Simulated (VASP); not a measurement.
Hf3N4:

```xyz
14
Lattice="-3.4162 3.4162 3.4162 3.4162 -3.4162 3.4162 3.4162 3.4162 -3.4162" Properties=species:S:1:pos:R:3 pbc="T T T"
Hf    2.5622    0.0000    1.7081
Hf    1.7081    2.5622    0.0000
Hf    0.8541    0.0000    5.1243
Hf    5.1243    0.8541    0.0000
Hf    0.0000    1.7081    2.5622
Hf    0.0000    5.1243    0.8541
N     0.4631    0.4631    0.4631
N    -1.2450    1.2450    4.6612
N    -0.4631    2.9531    0.4631
N     4.6612   -1.2450    1.2450
N     0.4631   -0.4631    2.9531
N     2.1712    2.1712    2.1712
N     2.9531    0.4631   -0.4631
N     1.2450    4.6612   -1.2450
```

```yaml
Program: VASP 6.6.1
Task: relaxation of the atoms
Functional: PBE
Potentials_or_basis: VASP PAW PBE potentials, release 64 (Hf_pv, N)
Cutoff: 520 eV
k_mesh: 6 × 6 × 6
Occupations: fermi-dirac, width 0.02 eV
Spin: no spin polarisation
```

At the start: pressure -13.9 GPa; volume 11.39 Å³/atom.

**Question.** Where does the relaxation end?

**Answer.** Over 5 steps the energy falls by 9.8 meV/atom at a fixed cell; space group I-43d (No. 220, to 0.1 Å) before and after.

Step by step:
```tsv
step	energy change (eV)	largest force (eV/Å)	pressure (GPa)
1	0.0000	0.3485	-13.90
2	-0.0430	0.2912	-13.17
3	-0.1250	0.1111	-10.62
4	-0.0427	0.3395	-3.80
5	-0.1376	0.0133	-9.14
```

Final structure:
```
Hf N
1.0
    -3.41621    3.41621    3.41621
     3.41621   -3.41621    3.41621
     3.41621    3.41621   -3.41621
Hf N
6 8
Direct
  0.25000 0.62500 0.37500
  0.37500 0.25000 0.62500
  0.75000 0.87500 0.12500
  0.12500 0.75000 0.87500
  0.62500 0.37500 0.25000
  0.87500 0.12500 0.75000
  0.11999 0.11999 0.11999
  0.88001 0.50000 0.00000
  0.50000 0.00000 0.38001
  0.00000 0.88001 0.50000
  0.38001 0.50000 0.00000
  0.61999 0.61999 0.61999
  0.00000 0.38001 0.50000
  0.50000 0.00000 0.88001
```
